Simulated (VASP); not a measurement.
Crystal: WC.

```
W C
1.0
     0.00000    2.19268    2.19268
     2.19268    0.00000    2.19268
     2.19268    2.19268    0.00000
W C
1 1
Direct
  0.00000 0.00000 0.00000
  0.50000 0.50000 0.50000
```

Base run:

* Program: VASP 6.6.1
* Functional: r2SCAN
* Potentials or basis: VASP PAW PBE potentials, release 64 (W_sv, C)
* Cutoff: 520 eV
* k mesh: 10 × 10 × 10
* Occupations: fermi-dirac, width 0.05 eV
* Spin: no spin polarisation

Its results: band gap on the k mesh zero (band 9 reaches 13.50 eV, above the bottom of band 10 at 10.18 eV); pressure -3.8 GPa.

Problem. The run is repeated on the same cell with these changes: functional from r2SCAN to revPBE. What comes out?

Solution. Band gap on the k mesh zero (band 9 reaches 13.53 eV, above the bottom of band 10 at 10.34 eV); pressure 2.5 GPa.

Caveats: the PAW data sets were made with another functional, which shifts forces and pressure a little; spin-orbit coupling is left out, which moves the levels of the heavy elements.
